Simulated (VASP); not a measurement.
# Co in VASP: settings compared

Co is run at these levels: PBE+D4, PBE; tasks: single point.

Program: VASP 6.6.1. These are calculated values, not measurements. Logs are shortened: lines on timing, memory, paths and dates and some standing lists are left out, and cuts for length are marked.

## (1) The cell of the first run

Symmetry: P6_3/mmc, No. 194, hexagonal system. The conventional cell has a = 2.420 Å, b = 2.420 Å, c = 7.923 Å, α = 90.00°, β = 90.00°, γ = 120.00°. Co (site symmetry -6m2) has 12 Co at 2.42 Å within 3.2 Å. Within 3.2 Å of Co (site symmetry -3m) lie 12 Co at 2.42 Å.

## (2) Single point, PBE+D4, collinear spin, ferromagnetic start

Contents of INCAR:

```
PREC = Accurate
ENCUT = 600
EDIFF = 1E-6
ISMEAR = -1
SIGMA = 0.05
LREAL = F
LASPH = T
NELM = 200
ALGO = Normal
ISIF = 2
LWAVE = F
LCHARG = F
ISPIN = 2
MAGMOM = 2 2 2 2
LORBIT = 11
LMAXMIX = 4
GGA = PE
IVDW = 13
NBANDS = 46
GGA_COMPAT = F
```

Contents of KPOINTS:

```
Automatic mesh
0
Gamma
  12 12 4
```

Contents of POSCAR:

```
Co
1.0
    2.4201280013      0.0000000000      0.0000000000
   -1.2100640007      2.0958923296      0.0000000000
    0.0000000000      0.0000000000      7.9231214745
Co
4
Direct
    0.6666666667      0.3333333333      0.7500000000
    0.0000000000      0.0000000000      0.5000000000
    0.3333333333      0.6666666667      0.2500000000
    0.0000000000      0.0000000000      0.0000000000
```

Potentials or basis: VASP PAW PBE potentials, release 64 (Co_sv).

Launch:

```console
cat potpaw_PBE.64/Co_sv/POTCAR > POTCAR
mpirun -np 1 vasp_std > vasp.out
```

OUTCAR:

```text
PREC = Accurate
   ENCUT = 600
   EDIFF = 1E-6
   ISMEAR = -1
   LREAL = F
   LASPH = T
   NELM = 200
   ISIF = 2
   ISPIN = 2
   LORBIT = 11
   GGA = PE
   IVDW = 13

 ion  position               nearest neighbor table
   1  0.667  0.333  0.750-   2 2.42   4 2.42   2 2.42   4 2.42   2 2.42   4 2.42
   2  0.000  0.000  0.500-   1 2.42   3 2.42   1 2.42   3 2.42   1 2.42   3 2.42
   3  0.333  0.667  0.250-   2 2.42   4 2.42   2 2.42   4 2.42   2 2.42   4 2.42
   4  0.000  0.000  0.000-   1 2.42   3 2.42   1 2.42   3 2.42   1 2.42   3 2.42

  LATTYP: Found a hexagonal cell.
 ALAT       =     2.4201280013
 C/A-ratio  =     3.2738439745

  Lattice vectors:

 A1 = (   2.4201280013,   0.0000000000,   0.0000000000)
 A2 = (  -1.2100640007,   2.0958923296,   0.0000000000)
 A3 = (   0.0000000000,   0.0000000000,   7.9231214745)

Analysis of symmetry for initial positions (statically):
=====================================================================
 Subroutine PRICEL returns:
 Original cell was already a primitive cell.

 Routine SETGRP: Setting up the symmetry group for a
 hexagonal supercell.

 Subroutine GETGRP returns: Found 24 space group operations
 (whereof 12 operations were pure point group operations)
 out of a pool of 24 trial point group operations.

The static configuration has the point symmetry D_3d.
 The point group associated with its full space group is D_6h.

Analysis of symmetry for dynamics (positions and initial velocities):
=====================================================================
 Subroutine PRICEL returns:
 Original cell was already a primitive cell.

 Routine SETGRP: Setting up the symmetry group for a
 hexagonal supercell.

 Subroutine GETGRP returns: Found 24 space group operations
 (whereof 12 operations were pure point group operations)
 out of a pool of 24 trial point group operations.

The dynamic configuration has the point symmetry D_3d.
 The point group associated with its full space group is D_6h.

Analysis of structural, dynamic, and magnetic symmetry:
=====================================================================
 Subroutine PRICEL returns:
 Original cell was already a primitive cell.

 Routine SETGRP: Setting up the symmetry group for a
 hexagonal supercell.

 Subroutine GETGRP returns: Found 24 space group operations
 (whereof 12 operations were pure point group operations)
 out of a pool of 24 trial point group operations.

The overall configuration has the point symmetry D_3d.
 The point group associated with its full space group is D_6h.

 Subroutine INISYM returns: Found 24 space group operations
 (whereof 12 operations are pure point group operations),
 and found     1 'primitive' translations

----------------------------------------------------------------------------------------

                                     Primitive cell

  volume of cell :      40.1887

  direct lattice vectors                    reciprocal lattice vectors
     2.420128001  0.000000000  0.000000000     0.413201285  0.238561873  0.000000000
    -1.210064001  2.095892330  0.000000000     0.000000000  0.477123746  0.000000000
     0.000000000  0.000000000  7.923121475     0.000000000  0.000000000  0.126212883

  length of vectors
     2.420128001  2.420128001  7.923121475     0.477123746  0.477123746  0.126212883

  position of ions in fractional coordinates (direct lattice)
     0.666666667  0.333333333  0.750000000
     0.000000000  0.000000000  0.500000000
     0.333333333  0.666666667  0.250000000
     0.000000000  0.000000000  0.000000000

  ion indices of the primitive-cell ions
   primitive index   ion index
                 1           1
                 2           2
                 3           3
                 4           4

----------------------------------------------------------------------------------------

 KPOINTS: Automatic mesh

Automatic generation of k-mesh.
 Grid dimensions read from file:
 generate k-points for:   12   12    4

 Generating k-lattice:

  Cartesian coordinates                     Fractional coordinates (reciprocal lattice)
     0.034433440  0.019880156  0.000000000     0.083333333  0.000000000  0.000000000
     0.000000000  0.039760312  0.000000000     0.000000000  0.083333333  0.000000000
     0.000000000  0.000000000  0.031553221     0.000000000  0.000000000  0.250000000

  Length of vectors
     0.039760312  0.039760312  0.031553221

  Shift w.r.t. Gamma in fractional coordinates (k-lattice)
     0.000000000  0.000000000  0.000000000

 Subroutine IBZKPT returns following result:
 ===========================================

 Found     57 irreducible k-points:

 Following reciprocal coordinates:
            Coordinates               Weight
  0.000000  0.000000  0.000000      1.000000
  0.083333 -0.000000  0.000000      6.000000
  0.166667 -0.000000  0.000000      6.000000
  0.250000 -0.000000  0.000000      6.000000
  0.333333  0.000000  0.000000      6.000000
  0.416667  0.000000  0.000000      6.000000
[... 16 lines left out ...]
  0.250000 -0.000000  0.250000     12.000000
  0.333333  0.000000  0.250000     12.000000
 [... further k-points ...]
   k-points           NKPTS =     57   k-points in BZ     NKDIM =     57   number of bands    NBANDS=     46
   number of dos      NEDOS =    301   number of ions     NIONS =      4
   total plane-waves  NPLWV =  25600
   dimension x,y,z NGX =    20 NGY =   20 NGZ =   64
   dimension x,y,z NGXF=    40 NGYF=   40 NGZF=  128
   ions per type =               4
   NGX,Y,Z   is equivalent  to a cutoff of  13.74, 13.74, 13.43 a.u.
   NGXF,Y,Z  is equivalent  to a cutoff of  27.48, 27.48, 26.86 a.u.
 SYSTEM =  unknown system
   PREC   = accura    normal or accurate (medium, high low for compatibility)
   ISTART =      0    job   : 0-new  1-cont  2-samecut
   ICHARG =      2    charge: 1-file 2-atom 10-const
   ISPIN  =      2    spin polarized calculation?
   LNONCOLLINEAR =      F non collinear calculations
   LSORBIT =      F    spin-orbit coupling
   LASPH  =      T    aspherical Exc in radial PAW
   ENCUT  =  600.0 eV  44.10 Ry    6.64 a.u.   4.83  4.83 15.82*2*pi/ulx,y,z
   NELM   =    200;   NELMIN=  2; NELMDL= -5     # of ELM steps
   EDIFF  = 0.1E-05   stopping-criterion for ELM
   LREAL  =      F    real-space projection
   EDIFFG = 0.1E-04   stopping-criterion for IOM
   NSW    =      0    number of steps for IOM
   IBRION =     -1    ionic relax: 0-MD 1-quasi-New 2-CG
   NFREE  =      0    steps in history (QN), initial steepest desc. (CG)
   ISIF   =      2    stress and relaxation
   ISYM   =      2    0-nonsym 1-usesym 2-fastsym
   POTIM  = 0.5000    time-step for ionic-motion
   TEBEG  =    0.0;   TEEND  =   0.0 temperature during run
   PSTRESS=    0.0 pullay stress
   NELECT =      68.0000    total number of electrons
   NUPDOWN=      -1.0000    fix difference up-down
   EMIN   =  10.00;   EMAX   =-10.00  energy-range for DOS
   EFERMI =   0.00;   METHOD = LEGACY
   ISMEAR =    -1;   SIGMA  =   0.05  broadening in eV -4-tet -1-fermi 0-gaus
   EFERMI_NEDOS =   21; number of points for ismear=-14 and -15
   IALGO  =     38    algorithm
   IMIX   =      4    mixing-type and parameters
     AMIX     =   0.40;   BMIX     =  1.00
     AMIX_MAG =   1.60;   BMIX_MAG =  1.00
  volume/ion in A,a.u.               =      10.05        67.80
  Fermi-wavevector in a.u.,A,eV,Ry     =   1.950787  3.686454 51.777940  3.805571
  Thomas-Fermi vector in A             =   2.978234
   LORBIT       =     11    0 simple, 1 ext, 2 COOP (PROOUT), +10 PAW based schemes
   GGA     = PE    functional components
   LHFCALC =     F    Hartree Fock is set to
   AEXX    =    0.0000 exact exchange contribution
   IVDW    =    13    specifies the selected vdW correction
   LEPSILON=     F    determine dielectric tensor
   LRPA    =     F    only Hartree local field effects (RPA)
 spin polarized calculation
  energy-cutoff  :      600.00
  volume of cell :       40.19
 maximum number of plane-waves:      1374
 NGX is ok and might be reduce to    20
   NGX =  9   NGY =  9   NGZ = 31

 number of electron      68.0000047 magnetization       6.2642317

 Free energy of the ion-electron system (eV)
  ---------------------------------------------------
  ext. energy  EPLUGINS =         0.00000000
  ---------------------------------------------------
  free energy    TOTEN  =       -28.25701763 eV

  energy without entropy =      -28.22308261  energy(sigma->0) =      -28.24005012

 E-fermi :  13.3442     XC(G=0): -14.3962

 val. band max:       13.3431519930   @ k =   0.2500   0.0833   0.0000
 cond. band min:      13.3516959185   @ k =   0.2500  -0.0000   0.2500
 fundamental gap:      0.0085439255
 Fermi energy:        13.3442200002

 spin component 1

 k-point     1 :       0.0000    0.0000    0.0000
  band No.  band energies     occupation
      1     -82.8503      1.00000
      2     -82.8278      1.00000
      3     -82.7877      1.00000
      4     -82.7650      1.00000
      5     -46.2861      1.00000
      6     -46.1135      1.00000
[... 38 lines left out ...]
     45      36.2470      0.00000
     46      37.2715      0.00000
[... 1086 lines left out ...]
      6     -46.1725      1.00000
[... 38 lines left out ...]
     45      28.7289      0.00000
     46      29.5993      0.00000

 [... further k-points ...]

 spin component 2

 k-point     1 :       0.0000    0.0000    0.0000
  band No.  band energies     occupation
      1     -80.8484      1.00000
      2     -80.8125      1.00000
      3     -80.8034      1.00000
      4     -80.7673      1.00000
      5     -44.3441      1.00000
      6     -44.1315      1.00000
[... 38 lines left out ...]
     45      35.9550      0.00000
     46      37.0110      0.00000
[... 1086 lines left out ...]
      6     -44.2376      1.00000
[... 38 lines left out ...]
     45      29.1167      0.00000
     46      30.0254      0.00000

 [... further k-points ...]

------------------------ aborting loop because EDIFF is reached ----------------------------------------

  DFT-D4 for vdW energy calculation

  Edisp (eV):   -1.83889

  FORCE on cell =-STRESS in cart. coord.  units (eV):
  Direction    XX          YY          ZZ          XY          YZ          ZX
  --------------------------------------------------------------------------------------
  -------------------------------------------------------------------------------------
  Total       2.76836     2.76836     1.76235    -0.00000     0.00000     0.00000
  in kB     110.36462   110.36462    70.25848    -0.00000     0.00000     0.00000
  external pressure =       97.00 kB  Pullay stress =        0.00 kB

 VOLUME and BASIS-vectors are now :
 -----------------------------------------------------------------------------
  energy-cutoff  :      600.00
  volume of cell :       40.19
      direct lattice vectors                 reciprocal lattice vectors
     2.420128001  0.000000000  0.000000000     0.413201285  0.238561873  0.000000000
    -1.210064001  2.095892330  0.000000000     0.000000000  0.477123746  0.000000000
     0.000000000  0.000000000  7.923121475     0.000000000  0.000000000  0.126212883

 POSITION                                       TOTAL-FORCE (eV/Angst)
 -----------------------------------------------------------------------------------
      1.21006      0.69863      5.94234         0.000000     -0.000000     -0.000000
      0.00000      0.00000      3.96156        -0.000000      0.000000      0.000000
     -0.00000      1.39726      1.98078        -0.000000      0.000000      0.000000
      0.00000      0.00000      0.00000        -0.000000      0.000000      0.000000
 -----------------------------------------------------------------------------------
    total drift:                                0.000000     -0.000000      0.000000

  FREE ENERGIE OF THE ION-ELECTRON SYSTEM (eV)
  ---------------------------------------------------
  free  energy   TOTEN  =       -30.0959066017 eV

  energy  without entropy=      -30.0619715778  energy(sigma->0) =      -30.07893909

 total charge

# of ion       s       p       d       tot
------------------------------------------
    1        2.263   6.141   6.709  15.114
    2        2.263   6.140   6.717  15.119
    3        2.263   6.141   6.709  15.114
    4        2.263   6.140   6.717  15.119
--------------------------------------------------
tot          9.051  24.562  26.853  60.466

 magnetization (x)

# of ion       s       p       d       tot
------------------------------------------
    1       -0.004  -0.014   1.653   1.635
    2       -0.005  -0.013   1.628   1.611
    3       -0.004  -0.014   1.653   1.635
    4       -0.005  -0.013   1.628   1.611
--------------------------------------------------
tot         -0.018  -0.053   6.563   6.492
```

It took 4.1 min on 1 thread of Intel Xeon Platinum 8124M at 3.00GHz (Skylake/Cascade Lake), shared host; peak memory 0.3 GiB.

Results:

```yaml
Free_energy: -30.0959 eV
Pressure: 9.7 GPa
Net_moment: 6.26 μB per cell
Site_moments: Co +1.64, +1.61 (each value once) μB
Valence_electrons_inside_the_program's_atomic_spheres: Co 15.11, 15.12 (each value once)
Dispersion_energy_per_atom: -0.460 eV
```

Stress tensor (GPa, compression positive):
```
11.04  0.00  0.00
 0.00 11.04  0.00
 0.00  0.00  7.03
```

Caveat: the cell stands under pressure.

## (3) Single point, PBE, collinear spin, ferromagnetic start

This run uses another cell than the first one, of 10.69 Å³/atom.

Contents of INCAR:

```
ALGO     = Normal         # electronic algorithm
EDIFF    = 1E-7           # SCF threshold, eV
ENCUT    = 520            # plane-wave cutoff, eV
GGA      = PE             # functional
ISIF     = 2              # what is computed and relaxed
ISMEAR   = 1              # smearing method
ISPIN    = 2              # spin polarisation
LASPH    = T              # aspherical terms in the spheres
LCHARG   = F              # write CHGCAR
LMAXMIX  = 4              # l up to which the mixer works
LORBIT   = 11             # projections on sites
LREAL    = F              # projectors in reciprocal space
LWAVE    = F              # write WAVECAR
MAGMOM   = 2 2 2 2        # initial moments
NBANDS   = 30             # bands
NELM     = 150            # most SCF steps
PREC     = Accurate       # precision mode
SIGMA    = 0.05           # smearing width, eV
```

Contents of KPOINTS:

```
k-points
0
Gamma
  9 9 3
```

Contents of POSCAR:

```
Co
1.0
    2.4705617809      0.0000000000      0.0000000000
   -1.2352808905      2.1395692639      0.0000000000
    0.0000000000      0.0000000000      8.0882338000
Co
4
Direct
    0.6662920000      0.3267340000      0.7428740000
   -0.0105800000      0.0020010000      0.4962430000
    0.3475060000      0.6953560000      0.2541610000
    0.0164810000     -0.0018140000     -0.0066470000
```

Potentials or basis: VASP PAW PBE potentials, release 64 (Co).

Launch:

```console
cat potpaw_PBE.64/Co/POTCAR > POTCAR
mpirun -np 1 vasp_std > vasp.out
```

Wall time 3.3 min (1 thread of AMD EPYC 9R45 (Zen 5), shared host); peak memory 0.28 GiB.

It converged, with:

```
Free energy                                           : -28.0661 eV
Pressure                                              : 2.7 GPa
Largest force                                         : 0.730 eV/Å
Net moment                                            : 6.24 μB per cell
Site moments                                          : Co +1.58, +1.54, +1.60 (each value once) μB
Valence electrons inside the program's atomic spheres : Co 8.31, 8.35, 8.29, 8.27
```

Forces in eV/Å, atoms in the order of the input:
```
Co   0.005  0.047  0.392
Co   0.100  0.046  0.090
Co  -0.003 -0.127 -0.719
Co  -0.101  0.034  0.237
```

Stress tensor (GPa, compression positive):
```
 3.71  0.01 -0.02
 0.01  1.79  0.20
-0.02  0.20  2.73
```

Levels at points of the mesh, in eV from the Fermi level:
Spin up:
| k point | band 16 | band 17 | band 18 | band 19 | band 20 | band 21 | band 22 | band 23 | band 24 | band 25 |
| --- | --- | --- | --- | --- | --- | --- | --- | --- | --- | --- |
| (0.00, 0.00, 0.00) | -1.83 | -1.76 | -1.51 | -1.47 | -1.17 | -1.14 | -0.81 | -0.71 | -0.28 | 6.24 |
Spin down:
```csv
k point,band 12,band 13,band 14,band 15,band 16,band 17
"(0.00, 0.00, 0.00)",-0.91,-0.90,-0.85,-0.84,-0.31,-0.02
```
